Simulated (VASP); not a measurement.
**BN: vibrations by perturbation theory with PBE**

Crystal: BN.

```
B N
1.0
     0.00000    1.81310    1.81310
     1.81310    0.00000    1.81310
     1.81310    1.81310    0.00000
B N
1 1
Direct
  0.00000 0.00000 0.00000
  0.25000 0.25000 0.25000
```

```json
{
 "Program": "VASP 6.6.1",
 "Task": "vibrations by perturbation theory",
 "Functional": "PBE",
 "Potentials or basis": "VASP PAW PBE potentials, release 64 (B, N)",
 "Cutoff": "520 eV",
 "k mesh": "8 × 8 × 8",
 "Occupations": "gaussian, width 0.01 eV",
 "Spin": "no spin polarisation",
 "Dipole correction": "no",
 "Further INCAR settings": "ALGO = Normal; EDIFF = 1e-08; IBRION = 8; NSW = 1"
}
```

The electronic dielectric tensor (diagonal) is 4.63. The born charges (mean of the diagonal) is B +1.91; N -1.91 e. The highest phonon frequency at Γ, LO-TO splitting left out is 1028 cm⁻¹.

Phonon frequencies in cm⁻¹ (negative: imaginary):
| q point | frequencies |
| --- | --- |
| (0.000, 0.000, 0.000) | 0 0 0 1028 1028 1028 |

Electronic dielectric tensor:
```
4.63 0.00 0.00
0.00 4.63 0.00
0.00 0.00 4.63
```

Born effective charge tensors (e):
atom 1, B
```
1.91 0.00 0.00
0.00 1.91 0.00
0.00 0.00 1.91
```
atom 2, N
```
-1.91  0.00  0.00
 0.00 -1.91  0.00
 0.00  0.00 -1.91
```

Run time: 35 s on 1 thread of Intel(R) Xeon(R) 6975P-C (Granite Rapids) (shared host), peak memory 0.14 GiB.

Caveat: the k points lie up to 0.38 Å⁻¹ apart.
